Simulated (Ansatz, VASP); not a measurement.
## Two plane-wave programs on PbSe

```xyz
2
Lattice="0.0000 3.0515 3.0515 3.0515 0.0000 3.0515 3.0515 3.0515 0.0000" Properties=species:S:1:pos:R:3 pbc="T T T"
Pb    0.0000    0.0000    0.0000
Se    3.0515    3.0515    3.0515
```

Alike in both runs: functional PBEsol; k mesh 10 × 10 × 10; occupations gaussian, width 0.01 eV; no spin polarisation.

Ansatz relaxed the structure, and its values are those at the end. VASP's run is a single point on that final structure, the one shown.

|  | VASP | Ansatz |
| --- | --- | --- |
| version | VASP 6.6.1 | Ansatz 0.2.0 |
| potentials or method | VASP PAW PBE potentials, release 64 (Pb_d, Se), cutoff 500 eV | scalar-relativistic, plane waves, PAW |
| valence electrons in the cell | 20 | 30 |

```csv
,VASP,Ansatz,Ansatz less VASP
gap on the k mesh at the Fermi level (eV),0.17,0.17,-0.003
least direct gap on the mesh (eV),0.17,0.17,-0.003
pressure (GPa),0.0,0.0,+0.01
```

VASP's potentials were made for PBE, not for PBEsol. VASP's potentials hold 20 valence electrons a cell and Ansatz's 30, so a difference there can come from the potentials and not from the codes.

Neither program's run includes spin-orbit coupling.
